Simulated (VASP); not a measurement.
Runs of VASP 6.6.1 on K3AlO2. The structure is that of space group R-3m (No. 166), or close to it. The cells are those of the table. 

```csv
task,cell,k mesh,cutoff (eV),smearing,gap on the mesh (eV),pressure (GPa),largest force (eV/Å)
single point,"a = 5.625 Å, angles 92.9°, 6 atoms",3 × 3 × 3,520,gaussian 0.1 eV,0.54,0.1,(a)
relaxation of cell and atoms,"relaxed from a = 5.284 Å, angles 77.2°, 6 atoms",3 × 3 × 3,600,gaussian 0.1 eV,0.57,0.0,0.04
single point,"a = 5.654 Å, angles 95.2°, 6 atoms",6 × 6 × 6,520,gaussian 0.02 eV,none,0.1,(c)
single point,"a = 5.654 Å, angles 95.2°, 6 atoms",6 × 6 × 6,520,gaussian 0.1 eV,none,0.1,0.05
single point,"a = 5.284 Å, angles 77.2°, 6 atoms",3 × 3 × 3,520,gaussian 0.1 eV,1.02,9.3,(b)
```

Alike in all rows: level PBE; potentials or basis VASP PAW PBE potentials, release 64 (K_sv, Al, O); no spin polarisation.

Problem. Fill in the values left out.

Solution. (a) 0.09; (b) 4.29; (c) 0.06.

Caveats: forces of over 1 eV/Å act on the atoms, so gaps and moduli don't describe the material at rest (some runs).

A k mesh can miss the band edges.

A gap of «none» marks levels without a gap at the run's occupations.
